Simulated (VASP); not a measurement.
# P (Pm-3m) in VASP: notebook

P is run at these levels: PBEsol+D3(BJ); tasks: single point.

All numbers are computed with VASP 6.6.1; they aren't measurements. Logs are shortened: lines on timing, memory, paths and dates and some standing lists are left out, and cuts for length are marked.

**1. The cell of the first run**

It takes space group Pm-3m (No. 221, cubic). Conventional cell: a = 2.021 Å, b = 2.021 Å, c = 2.021 Å, α = 90.00°, β = 90.00°, γ = 90.00°. P (site symmetry m-3m) has 6 P at 2.02 Å within 2.7 Å.

This isn't the form of P at room conditions, which is orthorhombic.

**2. Single point, PBEsol+D3(BJ)**

Contents of INCAR:

```
ALGO = Normal ; EDIFF = 1E-6
ENCUT = 500 ; GGA = PS
GGA_COMPAT = False ; ISIF = 2
ISMEAR = 0 ; IVDW = 12
LASPH = True ; LCHARG = False
LREAL = False ; LWAVE = False
NBANDS = 8 ; NELM = 120
PREC = Accurate ; SIGMA = 0.1
```

Contents of KPOINTS:

```
k-points
0
Gamma
  8 8 8
```

Contents of POSCAR:

```
P
1.0
    2.0211335356      0.0000000000      0.0000000000
    0.0000000000      2.0211335356      0.0000000000
    0.0000000000      0.0000000000      2.0211335356
P
1
Direct
    0.0000000000      0.0000000000      0.0000000000
```

Potentials or basis: VASP PAW PBE potentials, release 64 (P).

Started as:

```bash
$ cat potpaw_PBE.64/P/POTCAR > POTCAR
$ mpirun -np 1 vasp_std > vasp.out
```

OUTCAR:

```text
EDIFF = 1E-6
   ENCUT = 500
   GGA = PS
   ISIF = 2
   ISMEAR = 0
   IVDW = 12
   LASPH = True
   LREAL = False
   NELM = 120
   PREC = Accurate
 IVDW          = 12

 ion  position               nearest neighbor table
   1  0.000  0.000  0.000-

  LATTYP: Found a simple cubic cell.
 ALAT       =     2.0211335356

  Lattice vectors:

 A1 = (   2.0211335356,   0.0000000000,   0.0000000000)
 A2 = (   0.0000000000,   2.0211335356,   0.0000000000)
 A3 = (   0.0000000000,   0.0000000000,   2.0211335356)

Analysis of symmetry for initial positions (statically):
=====================================================================
 Subroutine PRICEL returns:
 Original cell was already a primitive cell.

 Routine SETGRP: Setting up the symmetry group for a
 simple cubic supercell.

 Subroutine GETGRP returns: Found 48 space group operations
 (whereof 48 operations were pure point group operations)
 out of a pool of 48 trial point group operations.

The static configuration has the point symmetry O_h .

Analysis of symmetry for dynamics (positions and initial velocities):
=====================================================================
 Subroutine PRICEL returns:
 Original cell was already a primitive cell.

 Routine SETGRP: Setting up the symmetry group for a
 simple cubic supercell.

 Subroutine GETGRP returns: Found 48 space group operations
 (whereof 48 operations were pure point group operations)
 out of a pool of 48 trial point group operations.

The dynamic configuration has the point symmetry O_h .

 Subroutine INISYM returns: Found 48 space group operations
 (whereof 48 operations are pure point group operations),
 and found     1 'primitive' translations

----------------------------------------------------------------------------------------

                                     Primitive cell

  volume of cell :       8.2563

  direct lattice vectors                    reciprocal lattice vectors
     2.021133536  0.000000000  0.000000000     0.494771861  0.000000000  0.000000000
     0.000000000  2.021133536  0.000000000     0.000000000  0.494771861  0.000000000
     0.000000000  0.000000000  2.021133536     0.000000000  0.000000000  0.494771861

  length of vectors
     2.021133536  2.021133536  2.021133536     0.494771861  0.494771861  0.494771861

  position of ions in fractional coordinates (direct lattice)
     0.000000000  0.000000000  0.000000000

  ion indices of the primitive-cell ions
   primitive index   ion index
                 1           1

----------------------------------------------------------------------------------------

 KPOINTS: k-points

Automatic generation of k-mesh.
 Grid dimensions read from file:
 generate k-points for:    8    8    8

 Generating k-lattice:

  Cartesian coordinates                     Fractional coordinates (reciprocal lattice)
     0.061846483  0.000000000  0.000000000     0.125000000  0.000000000  0.000000000
     0.000000000  0.061846483  0.000000000     0.000000000  0.125000000  0.000000000
     0.000000000  0.000000000  0.061846483     0.000000000  0.000000000  0.125000000

  Length of vectors
     0.061846483  0.061846483  0.061846483

  Shift w.r.t. Gamma in fractional coordinates (k-lattice)
     0.000000000  0.000000000  0.000000000

 Subroutine IBZKPT returns following result:
 ===========================================

 Found     35 irreducible k-points:

 Following reciprocal coordinates:
            Coordinates               Weight
  0.000000  0.000000  0.000000      1.000000
  0.125000  0.000000  0.000000      6.000000
  0.250000  0.000000  0.000000      6.000000
  0.375000  0.000000  0.000000      6.000000
  0.500000  0.000000  0.000000      3.000000
  0.125000  0.125000  0.000000     12.000000
[... 16 lines left out ...]
  0.375000  0.375000  0.125000     24.000000
  0.500000  0.375000  0.125000     24.000000
 [... further k-points ...]
   k-points           NKPTS =     35   k-points in BZ     NKDIM =     35   number of bands    NBANDS=      8
   number of dos      NEDOS =    301   number of ions     NIONS =      1
   total plane-waves  NPLWV =   4096
   dimension x,y,z NGX =    16 NGY =   16 NGZ =   16
   dimension x,y,z NGXF=    32 NGYF=   32 NGZF=   32
   ions per type =               1
   NGX,Y,Z   is equivalent  to a cutoff of  13.16, 13.16, 13.16 a.u.
   NGXF,Y,Z  is equivalent  to a cutoff of  26.32, 26.32, 26.32 a.u.
 SYSTEM =  unknown system
   PREC   = accura    normal or accurate (medium, high low for compatibility)
   ISTART =      0    job   : 0-new  1-cont  2-samecut
   ICHARG =      2    charge: 1-file 2-atom 10-const
   ISPIN  =      1    spin polarized calculation?
   LNONCOLLINEAR =      F non collinear calculations
   LSORBIT =      F    spin-orbit coupling
   LASPH  =      T    aspherical Exc in radial PAW
   ENCUT  =  500.0 eV  36.75 Ry    6.06 a.u.   3.68  3.68  3.68*2*pi/ulx,y,z
   NELM   =    120;   NELMIN=  2; NELMDL= -5     # of ELM steps
[... 25 lines left out ...]
   GGA     = PS    functional components
   LHFCALC =     F    Hartree Fock is set to
   AEXX    =    0.0000 exact exchange contribution
   IVDW    =    12    specifies the selected vdW correction
   LEPSILON=     F    determine dielectric tensor
   LRPA    =     F    only Hartree local field effects (RPA)
 non-spin polarized calculation
 Gauss-broadening in eV      SIGMA  =   0.10
  energy-cutoff  :      500.00
  volume of cell :        8.26
 maximum number of plane-waves:       228
 NGX is ok and might be reduce to    16
   NGX =  7   NGY =  7   NGZ =  7

 number of electron       4.9999998 magnetization

 Free energy of the ion-electron system (eV)
  ---------------------------------------------------
  ext. energy  EPLUGINS =         0.00000000
  ---------------------------------------------------
  free energy    TOTEN  =        -3.24812273 eV

  energy without entropy =       -3.24541351  energy(sigma->0) =       -3.24676812

 E-fermi :  19.3739     XC(G=0): -13.9849

 val. band max:       19.2644601083   @ k =   0.3750   0.2500   0.0000
 cond. band min:      19.4803471398   @ k =   0.3750   0.2500   0.1250
 fundamental gap:      0.2158870315
 Fermi energy:        19.3738867133

 k-point     1 :       0.0000    0.0000    0.0000
  band No.  band energies     occupation
      1      -4.0390      2.00000
      2      25.4090      0.00000
      3      25.4090      0.00000
      4      28.5316      0.00000
      5      28.5316      0.00000
      6      28.5316      0.00000
      7      42.1483      0.00000
      8      53.6662      0.00000

 k-point     2 :       0.1250    0.0000    0.0000
  band No.  band energies     occupation
      1      -3.4986      2.00000
      2      20.4138      0.00000
      3      25.8472      0.00000
      4      28.9700      0.00000
      5      28.9700      0.00000
      6      32.9288      0.00000
      7      43.8212      0.00000
      8      50.2674      0.00000

 k-point     3 :       0.2500    0.0000    0.0000
  band No.  band energies     occupation
      1      -1.8886      2.00000
      2      14.4308      2.00000
      3      27.0724      0.00000
      4      30.2849      0.00000
      5      30.2849      0.00000
      6      37.0519      0.00000
      7      44.8605      0.00000
      8      44.8605      0.00000

 k-point     4 :       0.3750    0.0000    0.0000
  band No.  band energies     occupation
      1       0.7523      2.00000
      2       9.0562      2.00000
      3      28.6837      0.00000
      4      32.4553      0.00000
      5      32.4553      0.00000
      6      39.9887      0.00000
      7      39.9887      0.00000
      8      40.1762      0.00000

 k-point     5 :       0.5000    0.0000    0.0000
  band No.  band energies     occupation
      1       3.8932      2.00000
      2       4.9912      2.00000
      3      29.5634      0.00000
      4      34.7245      0.00000
      5      34.7245      0.00000
      6      36.7977      0.00000
      7      36.7977      0.00000
      8      41.8384      0.00000
[... 177 lines left out ...]
 k-point    22 :       0.5000    0.2500    0.1250
  band No.  band energies     occupation
      1       6.4946      2.00000
      2       7.4619      2.00000
      3      21.3495      0.00000
      4      25.0163      0.00000
      5      32.1456      0.00000
      6      33.0284      0.00000
      7      45.0948      0.00000
      8      45.4957      0.00000

 k-point    23 :       0.3750    0.3750    0.1250
  band No.  band energies     occupation
      1       5.9251      2.00000
      2      12.6375      2.00000
      3      15.6405      2.00000
      4      22.6744      0.00000
      5      31.5010      0.00000
      6      37.2632      0.00000
      7      40.6664      0.00000
      8      46.6068      0.00000

 k-point    24 :       0.5000    0.3750    0.1250
  band No.  band energies     occupation
      1       8.9980      2.00000
      2       9.7805      2.00000
      3      16.8230      2.00000
      4      19.5334      0.02407
      5      33.9189      0.00000
      6      34.9985      0.00000
      7      40.8683      0.00000
      8      47.5345      0.00000

 [... further k-points ...]

------------------------ aborting loop because EDIFF is reached ----------------------------------------

 Edisp (eV)   -0.69524

 E8    (eV) :    -0.4138

  FORCE on cell =-STRESS in cart. coord.  units (eV):
  Direction    XX          YY          ZZ          XY          YZ          ZX
  --------------------------------------------------------------------------------------
  -------------------------------------------------------------------------------------
  Total      10.39293    10.39293    10.39293     0.00000    -0.00000     0.00000
  in kB    2016.80298  2016.80298  2016.80298     0.00000    -0.00000     0.00000
  external pressure =     2016.80 kB  Pullay stress =        0.00 kB

 VOLUME and BASIS-vectors are now :
 -----------------------------------------------------------------------------
  energy-cutoff  :      500.00
  volume of cell :        8.26
      direct lattice vectors                 reciprocal lattice vectors
     2.021133536  0.000000000  0.000000000     0.494771861  0.000000000  0.000000000
     0.000000000  2.021133536  0.000000000     0.000000000  0.494771861  0.000000000
     0.000000000  0.000000000  2.021133536     0.000000000  0.000000000  0.494771861

 POSITION                                       TOTAL-FORCE (eV/Angst)
 -----------------------------------------------------------------------------------
      0.00000      0.00000      0.00000         0.000000      0.000000      0.000000
 -----------------------------------------------------------------------------------
    total drift:                                0.000000      0.000000      0.000000

  FREE ENERGIE OF THE ION-ELECTRON SYSTEM (eV)
  ---------------------------------------------------
  free  energy   TOTEN  =        -3.9433605395 eV

  energy  without entropy=       -3.9406513244  energy(sigma->0) =       -3.94200593
```

It took 1.9 s on 1 thread of AMD EPYC 7R13 (Zen 3), shared host; peak memory 0.08 GiB.

Results:

```
Free energy                : -3.9434 eV
Pressure                   : 201.7 GPa
Band gap on the k mesh     : zero (an odd number of electrons rules out a gap without spin polarisation)
Dispersion energy per atom : -0.695 eV
```

Levels at points of the mesh, in eV from the Fermi level:
```
           k point  band 1  band 2  band 3  band 4  band 5  band 6  band 7
(0.00, 0.00, 0.00)  -23.41    6.04    6.04    9.16    9.16    9.16   22.77
(0.50, 0.00, 0.00)  -15.48  -14.38   10.19   15.35   15.35   17.42   17.42
(0.50, 0.50, 0.00)   -8.18   -8.18   -6.41   -3.31   21.69   21.70   21.70
(0.50, 0.50, 0.50)   -2.24   -2.24   -2.24    2.43    2.43    2.43    8.31
```

Caveat: the k points lie up to 0.39 Å⁻¹ apart, too coarse for converged energies and pressures of a metal; the PAW data sets were made with another functional, which shifts forces and pressure a little; an odd number of electrons without spin polarisation forces a metal; a magnetic or distorted state may lie lower.

**3. Single point, PBEsol+D3(BJ)**

This run uses another cell than the first one, of 16.75 Å³/atom.

Contents of INCAR:

```
  ALGO = Normal
  EDIFF = 1E-6
  ENCUT = 500
  GGA = PS
  GGA_COMPAT = False
  ISIF = 2
  ISMEAR = 0
  IVDW = 12
  LASPH = True
  LCHARG = False
  LREAL = False
  LWAVE = False
  NBANDS = 8
  NELM = 120
  PREC = Accurate
  SIGMA = 0.1
```

KPOINTS is that of step 2.

Contents of POSCAR:

```
P
1.0
    2.5585688000      0.0000000000      0.0000000000
    0.0000000000      2.5585688000      0.0000000000
    0.0000000000      0.0000000000      2.5585688000
P
1
Direct
    0.0000000000      0.0000000000      0.0000000000
```

Potentials or basis: VASP PAW PBE potentials, release 64 (P).

Started as:

```bash
$ cat potpaw_PBE.64/P/POTCAR > POTCAR
$ mpirun -np 1 vasp_std > vasp.out
```

Run time: 2.9 s. Hardware: 1 thread of AMD EPYC 7R13 (Zen 3), shared host; peak memory 0.09 GiB.

It converged, with:

* Free energy: -5.9448 eV
* Pressure: -17.7 GPa
* Band gap on the k mesh: zero (an odd number of electrons rules out a gap without spin polarisation)
* Dispersion energy per atom: -0.337 eV

Levels at points of the mesh, in eV from the Fermi level:
```csv
k point,band 1,band 2,band 3,band 4,band 5,band 6,band 7,band 8
"(0.00, 0.00, 0.00)",-15.06,4.39,4.39,4.39,7.11,7.11,12.57,22.86
"(0.50, 0.00, 0.00)",-11.40,-7.45,6.68,6.68,9.43,13.91,13.91,15.50
"(0.50, 0.50, 0.00)",-7.52,-4.52,-4.52,1.78,8.76,15.70,16.18,16.18
"(0.50, 0.50, 0.50)",-2.97,-1.89,-1.89,-1.89,5.16,5.16,5.16,10.81
```

Caveat: the cell stands under tension; the PAW data sets were made with another functional, which shifts forces and pressure a little; an odd number of electrons without spin polarisation forces a metal; a magnetic or distorted state may lie lower.

**4. Single point, PBEsol+D3(BJ)**

This run uses another cell than the first one, of 6.82 Å³/atom.

Contents of INCAR:

```
SYSTEM = P
PREC = Accurate
ENCUT = 500
EDIFF = 1E-6
ISMEAR = 0
SIGMA = 0.1
LREAL = .False.
LASPH = .True.
NELM = 120
ALGO = Normal
ISIF = 2
LWAVE = .False.
LCHARG = .True.
GGA = PS
IVDW = 12
LELF = .True.
LVHAR = .True.
NBANDS = 8
GGA_COMPAT = .False.
```

Contents of KPOINTS:

```
Automatic mesh
0
Gamma
  20 20 20
  0 0 0
```

Contents of POSCAR:

```
P
1.0
    1.8961766583      0.0000000000      0.0000000000
    0.0000000000      1.8961766583      0.0000000000
    0.0000000000      0.0000000000      1.8961766583
P
1
Direct
    0.0000000000      0.0000000000      0.0000000000
```

Started as:

```bash
$ cat potpaw_PBE.64/P/POTCAR > POTCAR
$ mpirun -np 1 vasp_std > vasp.out
```

Wall time 7.1 s (1 thread of AMD EPYC 7R13 (Zen 3), shared host); peak memory 0.09 GiB.

The run converged. Its results:

```yaml
Free_energy: -1.3982 eV
Pressure: 404.0 GPa
Band_gap_on_the_k_mesh: zero (an odd number of electrons rules out a gap without spin polarisation)
Dispersion_energy_per_atom: -0.843 eV
```

Levels at points of the mesh, in eV from the Fermi level:
| k point | band 1 | band 2 | band 3 | band 4 | band 5 | band 6 | band 7 |
| --- | --- | --- | --- | --- | --- | --- | --- |
| (0.00, 0.00, 0.00) | -25.90 | 6.05 | 6.05 | 11.45 | 11.45 | 11.45 | 27.08 |
| (0.50, 0.00, 0.00) | -16.42 | -16.31 | 10.92 | 19.15 | 19.15 | 19.30 | 19.30 |
| (0.50, 0.50, 0.00) | -8.82 | -8.82 | -5.50 | -4.81 | 24.22 | 24.22 | 27.74 |
| (0.50, 0.50, 0.50) | -1.51 | -1.51 | -1.51 | 1.80 | 1.80 | 1.80 | 10.87 |

Caveat: the cell stands under pressure; the PAW data sets were made with another functional, which shifts forces and pressure a little; an odd number of electrons without spin polarisation forces a metal; a magnetic or distorted state may lie lower.

**5. Single point, PBEsol+D3(BJ)**

This run uses another cell than the first one, of 6.82 Å³/atom.

Contents of INCAR:

```
ALGO = Normal ; EDIFF = 1E-6
ENCUT = 500 ; GGA = PS
GGA_COMPAT = False ; ISIF = 2
ISMEAR = 0 ; IVDW = 12
LASPH = True ; LCHARG = False
LREAL = False ; LWAVE = False
NBANDS = 8 ; NELM = 120
PREC = Accurate ; SIGMA = 0.1
```

Contents of KPOINTS:

```
k-points
0
Gamma
  20 20 20
```

POSCAR is that of step 4.

Started as:

```bash
$ cat potpaw_PBE.64/P/POTCAR > POTCAR
$ mpirun -np 1 vasp_std > vasp.out
```

Run time: 6.8 s. Hardware: 1 thread of AMD EPYC 7R13 (Zen 3), shared host; peak memory 0.09 GiB.

It converged, with:

| Quantity | Value |
| --- | --- |
| Free energy | -1.3982 eV |
| Pressure | 404.0 GPa |
| Band gap on the k mesh | zero (an odd number of electrons rules out a gap without spin polarisation) |
| Dispersion energy per atom | -0.843 eV |

Levels at points of the mesh, in eV from the Fermi level:
```tsv
k point	band 1	band 2	band 3	band 4	band 5	band 6
(0.00, 0.00, 0.00)	-25.90	6.05	6.05	11.45	11.45	11.45
(0.50, 0.00, 0.00)	-16.42	-16.31	10.92	19.15	19.15	19.30
(0.50, 0.50, 0.00)	-8.82	-8.82	-5.50	-4.81	24.22	24.22
(0.50, 0.50, 0.50)	-1.51	-1.51	-1.51	1.80	1.80	1.80
```

Caveat: the cell stands under pressure; the PAW data sets were made with another functional, which shifts forces and pressure a little; an odd number of electrons without spin polarisation forces a metal; a magnetic or distorted state may lie lower.

**6. Single point, PBEsol+D3(BJ)**

This run uses another cell than the first one, of 7.39 Å³/atom.

Contents of INCAR:

```
SYSTEM = P
PREC     = Accurate       ! precision mode
ENCUT    = 500            ! plane-wave cutoff, eV
EDIFF    = 1E-6           ! SCF threshold, eV
ISMEAR   = 0              ! smearing method
SIGMA    = 0.1            ! smearing width, eV
LREAL    = .FALSE.        ! projectors in reciprocal space
LASPH    = .TRUE.         ! aspherical terms in the spheres
NELM     = 120            ! most SCF steps
ALGO     = Normal         ! electronic algorithm
ISIF     = 2              ! what is computed and relaxed
LWAVE    = .FALSE.        ! write WAVECAR
LCHARG   = .FALSE.        ! write CHGCAR
GGA      = PS             ! functional
IVDW     = 12             ! dispersion correction
NBANDS   = 8              ! bands
GGA_COMPAT= .FALSE.
```

Contents of KPOINTS:

```
Automatic mesh
0
G
  20 20 20
  0 0 0
```

Contents of POSCAR:

```
P
1.0
    1.9481993445      0.0000000000      0.0000000000
    0.0000000000      1.9481993445      0.0000000000
    0.0000000000      0.0000000000      1.9481993445
P
1
Direct
    0.0000000000      0.0000000000      0.0000000000
```

Potentials or basis: VASP PAW PBE potentials, release 64 (P).

Started as:

```bash
$ cat potpaw_PBE.64/P/POTCAR > POTCAR
$ mpirun -np 1 vasp_std > vasp.out
```

It took 6.9 s on 1 thread of AMD EPYC 7R13 (Zen 3), shared host; peak memory 0.09 GiB.

Results (log left out):

```yaml
Free_energy: -2.6617 eV
Pressure: 302.7 GPa
Band_gap_on_the_k_mesh: zero (an odd number of electrons rules out a gap without spin polarisation)
Dispersion_energy_per_atom: -0.777 eV
```

Levels at points of the mesh, in eV from the Fermi level:
| k point | band 1 | band 2 | band 3 | band 4 | band 5 | band 6 | band 7 |
| --- | --- | --- | --- | --- | --- | --- | --- |
| (0.00, 0.00, 0.00) | -24.72 | 6.15 | 6.15 | 10.54 | 10.54 | 10.54 | 25.28 |
| (0.50, 0.00, 0.00) | -15.92 | -15.37 | 10.70 | 17.64 | 17.64 | 18.49 | 18.49 |
| (0.50, 0.50, 0.00) | -8.45 | -8.45 | -5.81 | -4.04 | 23.21 | 23.21 | 25.13 |
| (0.50, 0.50, 0.50) | -1.76 | -1.76 | -1.76 | 2.19 | 2.19 | 2.19 | 10.88 |

Caveat: the cell stands under pressure; the PAW data sets were made with another functional, which shifts forces and pressure a little; an odd number of electrons without spin polarisation forces a metal; a magnetic or distorted state may lie lower.

**7. Overview**

| cell | k mesh | gap on the mesh (eV) | pressure (GPa) |
| --- | --- | --- | --- |
| a = 2.021 Å, 1 atom | 8 × 8 × 8 | none | 201.7 |
| a = 2.559 Å, 1 atom | 8 × 8 × 8 | none | -17.7 |
| a = 1.896 Å, 1 atom | 20 × 20 × 20 | none | 404.0 |
| a = 1.948 Å, 1 atom | 20 × 20 × 20 | none | 302.7 |

Alike in all rows: task single point; level PBEsol+D3(BJ); potentials or basis VASP PAW PBE potentials, release 64 (P); no spin polarisation; cutoff (eV) 500; smearing gaussian 0.1 eV.

Caveats: some runs use coarse meshes; the PAW data sets were made with another functional, which shifts forces and pressure a little; an odd number of electrons without spin polarisation forces a metal; a magnetic or distorted state may lie lower; the cell stands under pressure (at least some runs); the cell stands under tension (at least some runs).

Absolute energies hang on the potentials; compare differences alone.

The gap in the log of VASP goes by the Fermi energy; the results here count the filled bands.